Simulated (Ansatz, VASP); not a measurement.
# Two plane-wave programs on Te3WCl2

```
Te W Cl
1.0
     3.18946    1.84144    5.30169
    -3.18946    1.84144    5.30169
     0.00000   -3.68287    5.30169
Te W Cl
3 1 2
Direct
  0.00000 0.50000 0.50000
  0.50000 0.50000 0.00000
  0.50000 0.00000 0.50000
  0.50000 0.50000 0.50000
  0.12304 0.12304 0.12304
  0.87696 0.87696 0.87696
```

Change from the starting cell: species swapped into the Y2NiRu3 type (R-3m, No. 166).

Alike in both runs: task relaxation of cell and atoms; functional PBE; k mesh 3 × 3 × 3; occupations gaussian, width 0.1 eV; collinear spin.

|  | VASP | Ansatz |
| --- | --- | --- |
| version | VASP 6.6.1 | Ansatz 0.2.0 |
| potentials or method | VASP PAW PBE potentials, release 64 (Te, W_sv, Cl), cutoff 600 eV | scalar-relativistic, plane waves, PAW |
| valence electrons in the cell | 46 | 76 |

Ansatz gave:

```
gap on the k mesh at the Fermi level, each at its own relaxed structure (eV) : none
net moment per atom (μB)                                                     : 0.59
size of the moment on the site where the two differ most (μB)                : 2.50
relaxed volume (Å³/atom)                                                     : 25.75
relaxed cell length with the largest relative difference (Å)                 : 5.876
```

Problem. Which values does VASP return?

Solution. gap on the k mesh at the Fermi level, each at its own relaxed structure (eV): none; net moment per atom (μB): 0.59; size of the moment on the site where the two differ most (μB): 2.52; relaxed volume (Å³/atom): 25.77; relaxed cell length with the largest relative difference (Å): 5.856.

Site moments also hang on the region over which each program counts them. A gap of «none» marks a metal or a gap that the smearing closes. VASP's potentials hold 46 valence electrons a cell and Ansatz's 76, so a difference there can come from the potentials and not from the codes. Ansatz's warnings: no starting moments.

The k mesh is coarse, so the values compare programs but aren't converged. Neither program's run includes spin-orbit coupling. Noted on VASP's run: the volume moved by over 15 % at a fixed basis, so the end points are rough.
